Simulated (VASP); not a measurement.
# MoS2 (P6_3/mmc) in VASP: single point with LDA

Aim: the single point of MoS2 with LDA.

Program: VASP 6.6.1. These are calculated values, not measurements. Logs are shortened: lines on timing, memory, paths and dates and some standing lists are left out, and cuts for length are marked.

## 1. The cell of the first run

Symmetry: P6_3/mmc, No. 194, hexagonal system. The conventional cell has a = 3.122 Å, b = 3.122 Å, c = 12.079 Å, α = 90.00°, β = 90.00°, γ = 120.00°. Mo (site symmetry -6m2) has 6 S at 2.38 Å and 6 Mo at 3.12 Å within 3.2 Å. Within 3.2 Å of S (site symmetry 3m) lie 3 Mo at 2.38 Å and 7 S at 3.11 to 3.12 Å.

## 2. Single point, LDA

File INCAR:

```
SYSTEM = MoS2
PREC     = Accurate       ! precision mode
ENCUT    = 520            ! plane-wave cutoff, eV
EDIFF    = 1E-7           ! SCF threshold, eV
ISMEAR   = 0              ! smearing method
SIGMA    = 0.01           ! smearing width, eV
LREAL    = Auto         
LASPH    = .TRUE.         ! aspherical terms in the spheres
NELM     = 60             ! most SCF steps
ALGO     = Normal         ! electronic algorithm
ISIF     = 2              ! what is computed and relaxed
LWAVE    = .FALSE.        ! write WAVECAR
LCHARG   = .FALSE.        ! write CHGCAR
NBANDS   = 209            ! bands
```

File KPOINTS:

```
Automatic mesh
0
G
  2 2 2
  0 0 0
```

File POSCAR:

```
MoS2
1.0
    6.2443904615     -5.4078007610      0.0000000000
    1.5610976068      8.1117011513      0.0000000000
    0.0000000000      0.0000000000     12.0794414733
Mo S
14 28
Direct
    0.1904761905      0.2380952381      0.2500000000
    0.9047619048      0.3809523810      0.2500000000
    0.6190476190      0.5238095238      0.2500000000
    0.3333333333      0.6666666667      0.2500000000
    0.0476190476      0.8095238095      0.2500000000
    0.7619047619      0.9523809524      0.2500000000
    0.4761904762      0.0952380952      0.2500000000
    0.9523809524      0.1904761905      0.7500000000
    0.6666666667      0.3333333333      0.7500000000
    0.3809523810      0.4761904762      0.7500000000
    0.0952380952      0.6190476190      0.7500000000
    0.8095238095      0.7619047619      0.7500000000
    0.5238095238      0.9047619048      0.7500000000
    0.2380952381      0.0476190476      0.7500000000
    0.1904761905      0.2380952381      0.6213370735
    0.9047619048      0.3809523810      0.6213370735
    0.6190476190      0.5238095238      0.6213370735
    0.3333333333      0.6666666667      0.6213370735
    0.0476190476      0.8095238095      0.6213370735
    0.7619047619      0.9523809524      0.6213370735
    0.4761904762      0.0952380952      0.6213370735
    0.9523809524      0.1904761905      0.3786629265
    0.6666666667      0.3333333333      0.3786629265
    0.3809523810      0.4761904762      0.3786629265
    0.0952380952      0.6190476190      0.3786629265
    0.8095238095      0.7619047619      0.3786629265
    0.5238095238      0.9047619048      0.3786629265
    0.2380952381      0.0476190476      0.3786629265
    0.1904761905      0.2380952381      0.8786629265
    0.9047619048      0.3809523810      0.8786629265
    0.6190476190      0.5238095238      0.8786629265
    0.3333333333      0.6666666667      0.8786629265
    0.0476190476      0.8095238095      0.8786629265
    0.7619047619      0.9523809524      0.8786629265
    0.4761904762      0.0952380952      0.8786629265
    0.9523809524      0.1904761905      0.1213370735
    0.6666666667      0.3333333333      0.1213370735
    0.3809523810      0.4761904762      0.1213370735
    0.0952380952      0.6190476190      0.1213370735
    0.8095238095      0.7619047619      0.1213370735
    0.5238095238      0.9047619048      0.1213370735
    0.2380952381      0.0476190476      0.1213370735
```

Potentials or basis: VASP PAW LDA potentials, release 64 (Mo_sv, S).

The run is started by

```console
$ cat potpaw_LDA.64/Mo_sv/POTCAR potpaw_LDA.64/S/POTCAR > POTCAR
$ mpirun -np 1 vasp_std > vasp.out
```

OUTCAR:

```text
SYSTEM = MoS2
   PREC = Accurate
   ENCUT = 520
   EDIFF = 1E-7
   ISMEAR = 0
   LREAL = Auto
   LASPH = .TRUE.
   NELM = 60
   ISIF = 2

 ion  position               nearest neighbor table
   1  0.190  0.238  0.250-  24 2.38  38 2.38  36 2.38  22 2.38  28 2.38  42 2.38   3 3.12   6 3.12
                             5 3.12   2 3.12   7 3.12   4 3.12
   2  0.905  0.381  0.250-  25 2.38  39 2.38  37 2.38  23 2.38  22 2.38  36 2.38   4 3.12   5 3.12
                             6 3.12   1 3.12   7 3.12   3 3.12
   3  0.619  0.524  0.250-  24 2.38  38 2.38  26 2.38  40 2.38  23 2.38  37 2.38   1 3.12   5 3.12
                             6 3.12   4 3.12   7 3.12   2 3.12
   4  0.333  0.667  0.250-  25 2.38  39 2.38  27 2.38  41 2.38  24 2.38  38 2.38   7 3.12   2 3.12
                             5 3.12   6 3.12   3 3.12   1 3.12
   5  0.048  0.810  0.250-  28 2.38  42 2.38  40 2.38  26 2.38  25 2.38  39 2.38   2 3.12   4 3.12
                             3 3.12   7 3.12   1 3.12   6 3.12
   6  0.762  0.952  0.250-  22 2.38  36 2.38  27 2.38  41 2.38  40 2.38  26 2.38   7 3.12   4 3.12
                             1 3.12   2 3.12   3 3.12   5 3.12
   7  0.476  0.095  0.250-  27 2.38  41 2.38  37 2.38  23 2.38  28 2.38  42 2.38   4 3.12   6 3.12
                             5 3.12   1 3.12   2 3.12   3 3.12
   8  0.952  0.190  0.750-  20 2.38  34 2.38  29 2.38  15 2.38  30 2.38  16 2.38  11 3.12   9 3.12
                            10 3.12  13 3.12  12 3.12  14 3.12
   9  0.667  0.333  0.750-  16 2.38  30 2.38  21 2.38  35 2.38  31 2.38  17 2.38  13 3.12  11 3.12
                             8 3.12  14 3.12  10 3.12  12 3.12
  10  0.381  0.476  0.750-  17 2.38  31 2.38  29 2.38  15 2.38  18 2.38  32 2.38  12 3.12   8 3.12
                            14 3.12   9 3.12  13 3.12  11 3.12
  11  0.095  0.619  0.750-  16 2.38  30 2.38  18 2.38  32 2.38  19 2.38  33 2.38   9 3.12   8 3.12
                            14 3.12  12 3.12  13 3.12  10 3.12
[... 39 lines left out ...]
  Lattice vectors:

 A1 = (   6.2443904615,  -5.4078007610,   0.0000000000)
 A2 = (   1.5610976068,   8.1117011513,   0.0000000000)
 A3 = (   0.0000000000,   0.0000000000,  12.0794414733)

Analysis of symmetry for initial positions (statically):
=====================================================================
 Subroutine PRICEL returns following result:

  LATTYP: Found a hexagonal cell.
 ALAT       =     3.1221952285
 C/A-ratio  =     3.8688937076

  Lattice vectors:

 A1 = (   1.5610976120,   2.7039003847,   0.0000000000)
 A2 = (  -3.1221952292,  -0.0000000028,   0.0000000000)
 A3 = (   0.0000000000,   0.0000000000,  12.0794414733)

   7 primitive cells build up your supercell.

 Routine SETGRP: Setting up the symmetry group for a
 hexagonal supercell.

 Subroutine GETGRP returns: Found 12 space group operations
 (whereof  6 operations were pure point group operations)
 out of a pool of 24 trial point group operations.

The static configuration has the point symmetry S_6 .
 The point group associated with its full space group is C_6h.

Analysis of symmetry for dynamics (positions and initial velocities):
=====================================================================
 Subroutine PRICEL returns following result:

  LATTYP: Found a hexagonal cell.
 ALAT       =     3.1221952285
 C/A-ratio  =     3.8688937076

  Lattice vectors:

 A1 = (   1.5610976120,   2.7039003847,   0.0000000000)
 A2 = (  -3.1221952292,  -0.0000000028,   0.0000000000)
 A3 = (   0.0000000000,   0.0000000000,  12.0794414733)

   7 primitive cells build up your supercell.

 Routine SETGRP: Setting up the symmetry group for a
 hexagonal supercell.

 Subroutine GETGRP returns: Found 12 space group operations
 (whereof  6 operations were pure point group operations)
 out of a pool of 24 trial point group operations.

The dynamic configuration has the point symmetry S_6 .
 The point group associated with its full space group is C_6h.

 Subroutine INISYM returns: Found 12 space group operations
 (whereof  6 operations are pure point group operations),
 and found     7 'primitive' translations

----------------------------------------------------------------------------------------

                                     Primitive cell

  volume of cell :     101.9759

  direct lattice vectors                    reciprocal lattice vectors
     1.561097612  2.703900385  0.000000000    -0.000000000  0.369836110  0.000000000
    -3.122195229 -0.000000003  0.000000000    -0.320287467  0.184918055  0.000000000
     0.000000000  0.000000000 12.079441473     0.000000000  0.000000000  0.082785285

  length of vectors
     3.122195228  3.122195229 12.079441473     0.369836110  0.369836110  0.082785285

  position of ions in fractional coordinates (direct lattice)
     0.333333333  0.666666667  0.250000000
     0.666666667  0.333333333  0.750000000
     0.333333333  0.666666667  0.621337074
     0.666666667  0.333333333  0.378662926
     0.333333333  0.666666667  0.878662926
     0.666666667  0.333333333  0.121337074

  ion indices of the primitive-cell ions
   primitive index   ion index
                 1           1
                 2          14
                 3          15
                 4          28
                 5          29
                 6          42

----------------------------------------------------------------------------------------

 KPOINTS: Automatic mesh

Automatic generation of k-mesh.
 Grid dimensions read from file:
 generate k-points for:    2    2    2

 Generating k-lattice:

  Cartesian coordinates                     Fractional coordinates (reciprocal lattice)
     0.068633029 -0.013208432  0.000000000     0.500000000  0.000000000  0.000000000
     0.045755352  0.052833730  0.000000000    -0.000000000  0.500000000  0.000000000
     0.000000000  0.000000000  0.041392642     0.000000000  0.000000000  0.500000000

  Length of vectors
     0.069892455  0.069892455  0.041392642

  Shift w.r.t. Gamma in fractional coordinates (k-lattice)
     0.000000000  0.000000000  0.000000000

 Subroutine IBZKPT returns following result:
 ===========================================

 Found      4 irreducible k-points:

 Following reciprocal coordinates:
            Coordinates               Weight
  0.000000  0.000000  0.000000      1.000000
  0.500000  0.000000  0.000000      3.000000
  0.000000  0.000000  0.500000      1.000000
  0.500000  0.000000  0.500000      3.000000
   k-points           NKPTS =      4   k-points in BZ     NKDIM =      4   number of bands    NBANDS=    209
   number of dos      NEDOS =    301   number of ions     NIONS =     42
   total plane-waves  NPLWV = 368640
   dimension x,y,z NGX =    64 NGY =   64 NGZ =   90
   dimension x,y,z NGXF=   128 NGYF=  128 NGZF=  180
   ions per type =              14  28
   NGX,Y,Z   is equivalent  to a cutoff of  12.88, 12.88, 12.39 a.u.
   NGXF,Y,Z  is equivalent  to a cutoff of  25.76, 25.76, 24.77 a.u.
 SYSTEM =  MoS2
   PREC   = accura    normal or accurate (medium, high low for compatibility)
   ISTART =      0    job   : 0-new  1-cont  2-samecut
   ICHARG =      2    charge: 1-file 2-atom 10-const
   ISPIN  =      1    spin polarized calculation?
   LNONCOLLINEAR =      F non collinear calculations
   LSORBIT =      F    spin-orbit coupling
   LASPH  =      T    aspherical Exc in radial PAW
   ENCUT  =  520.0 eV  38.22 Ry    6.18 a.u.  15.36 15.36 22.46*2*pi/ulx,y,z
   NELM   =     60;   NELMIN=  2; NELMDL= -5     # of ELM steps
   EDIFF  = 0.1E-06   stopping-criterion for ELM
   LREAL  =      T    real-space projection
   EDIFFG = 0.1E-05   stopping-criterion for IOM
   NSW    =      0    number of steps for IOM
   IBRION =     -1    ionic relax: 0-MD 1-quasi-New 2-CG
   NFREE  =      0    steps in history (QN), initial steepest desc. (CG)
   ISIF   =      2    stress and relaxation
   ISYM   =      2    0-nonsym 1-usesym 2-fastsym
   POTIM  = 0.5000    time-step for ionic-motion
   TEBEG  =    0.0;   TEEND  =   0.0 temperature during run
   PSTRESS=    0.0 pullay stress
   NELECT =     364.0000    total number of electrons
   NUPDOWN=      -1.0000    fix difference up-down
   EMIN   =  10.00;   EMAX   =-10.00  energy-range for DOS
   EFERMI =   0.00;   METHOD = LEGACY
   ISMEAR =     0;   SIGMA  =   0.01  broadening in eV -4-tet -1-fermi 0-gaus
   EFERMI_NEDOS =   21; number of points for ismear=-14 and -15
   IALGO  =     38    algorithm
   IMIX   =      4    mixing-type and parameters
     AMIX     =   0.40;   BMIX     =  1.00
     AMIX_MAG =   1.60;   BMIX_MAG =  1.00
  volume/ion in A,a.u.               =      17.00       114.69
  Fermi-wavevector in a.u.,A,eV,Ry     =   1.307907  2.471585 23.274395  1.710620
  Thomas-Fermi vector in A             =   2.438610
   LORBIT       =      0    0 simple, 1 ext, 2 COOP (PROOUT), +10 PAW based schemes
   GGA     = CA    functional components
   LHFCALC =     F    Hartree Fock is set to
   AEXX    =    0.0000 exact exchange contribution
   IVDW    =     0    specifies the selected vdW correction
   LEPSILON=     F    determine dielectric tensor
   LRPA    =     F    only Hartree local field effects (RPA)
 non-spin polarized calculation
 Gauss-broadening in eV      SIGMA  =   0.01
  energy-cutoff  :      520.00
  volume of cell :      713.83
 maximum number of plane-waves:     19305
 NGX is ok and might be reduce to    64
   NGX = 31   NGY = 31   NGZ = 45

 number of electron     364.0000022 magnetization

 Free energy of the ion-electron system (eV)
  ---------------------------------------------------
  ext. energy  EPLUGINS =         0.00000000
  ---------------------------------------------------
  free energy    TOTEN  =      -342.70351688 eV

  energy without entropy =     -342.70351688  energy(sigma->0) =     -342.70351688

 E-fermi :   8.2168     XC(G=0): -11.3782

 val. band max:        8.0585814364   @ k =   0.0000   0.0000   0.0000
 cond. band min:       9.0485433354   @ k =   0.0000   0.0000   0.0000
 fundamental gap:      0.9899618990
 Fermi energy:         8.2167812991

 k-point     1 :       0.0000    0.0000    0.0000
  band No.  band energies     occupation
      1     -53.1217      2.00000
      2     -53.1217      2.00000
      3     -53.0777      2.00000
      4     -53.0777      2.00000
      5     -53.0777      2.00000
      6     -53.0777      2.00000
[... 777 lines left out ...]
    193       9.5951      0.00000
    194       9.5951      0.00000
 [bands above 194 left out]

------------------------ aborting loop because EDIFF is reached ----------------------------------------

  FORCE on cell =-STRESS in cart. coord.  units (eV):
  Direction    XX          YY          ZZ          XY          YZ          ZX
  --------------------------------------------------------------------------------------
  -------------------------------------------------------------------------------------
  Total        0.6935560      0.6935560      0.4750504     -0.0000000     -0.0000000      0.0000000
  in kB        1.5566697      1.5566697      1.0662392     -0.0000000     -0.0000000      0.0000000
  external PRESSURE =       1.3931929 kB  Pullay stress =       0.0000000 kB

 VOLUME and BASIS-vectors are now :
 -----------------------------------------------------------------------------
  energy-cutoff  :      520.00
  volume of cell :      713.83
      direct lattice vectors                 reciprocal lattice vectors
     6.244390462 -5.407800761  0.000000000     0.137266057 -0.026416865  0.000000000
     1.561097607  8.111701151  0.000000000     0.091510705  0.105667460  0.000000000
     0.000000000  0.000000000 12.079441473     0.000000000  0.000000000  0.082785285

 POSITION                                       TOTAL-FORCE (eV/Angst)
 -----------------------------------------------------------------------------------
      1.56110      0.90130      3.01986         0.000000     -0.000000      0.000000
      6.24439     -1.80260      3.01986        -0.000000     -0.000000      0.000000
      4.68329      0.90130      3.01986         0.000000     -0.000000      0.000000
      3.12220      3.60520      3.01986         0.000000     -0.000000      0.000000
      1.56110      6.30910      3.01986         0.000000     -0.000000      0.000000
      6.24439      3.60520      3.01986         0.000000      0.000000      0.000000
[... 34 lines left out ...]
      4.68329      4.50650      1.46568        -0.000000     -0.000000     -0.021610
      1.56110     -0.90130      1.46568        -0.000000     -0.000000     -0.021610
 -----------------------------------------------------------------------------------
    total drift:                               -0.000000      0.000000      0.000000

  FREE ENERGIE OF THE ION-ELECTRON SYSTEM (eV)
  ---------------------------------------------------
  free  energy   TOTEN  =      -342.7035168766 eV

  energy  without entropy=     -342.7035168766  energy(sigma->0) =     -342.70351688
```

Wall time 26 min (1 thread of Oxide Virtual Turin-like, shared host); peak memory 0.71 GiB.

Results:

* Free energy: -342.7035 eV
* Pressure: 0.1 GPa
* Largest force: 0.022 eV/Å
* Band gap on the k mesh: 0.99 eV

Forces in eV/Å, atoms in the order of the input:
```
Mo   0.000  0.000  0.000
Mo   0.000  0.000  0.000
Mo   0.000  0.000  0.000
Mo   0.000  0.000  0.000
Mo   0.000  0.000  0.000
Mo   0.000  0.000  0.000
Mo   0.000  0.000  0.000
Mo   0.000  0.000  0.000
Mo   0.000  0.000  0.000
Mo   0.000  0.000  0.000
Mo   0.000  0.000  0.000
Mo   0.000  0.000  0.000
Mo   0.000  0.000  0.000
Mo   0.000  0.000  0.000
S    0.000  0.000 -0.022
S    0.000  0.000 -0.022
S    0.000  0.000 -0.022
S    0.000  0.000 -0.022
S    0.000  0.000 -0.022
S    0.000  0.000 -0.022
S    0.000  0.000 -0.022
S    0.000  0.000  0.022
S    0.000  0.000  0.022
S    0.000  0.000  0.022
S    0.000  0.000  0.022
S    0.000  0.000  0.022
S    0.000  0.000  0.022
S    0.000  0.000  0.022
S    0.000  0.000  0.022
S    0.000  0.000  0.022
S    0.000  0.000  0.022
S    0.000  0.000  0.022
S    0.000  0.000  0.022
S    0.000  0.000  0.022
S    0.000  0.000  0.022
S    0.000  0.000 -0.022
S    0.000  0.000 -0.022
S    0.000  0.000 -0.022
S    0.000  0.000 -0.022
S    0.000  0.000 -0.022
S    0.000  0.000 -0.022
S    0.000  0.000 -0.022
```

Caveat: the k points lie up to 0.44 Å⁻¹ apart. A k mesh can miss the band edges.
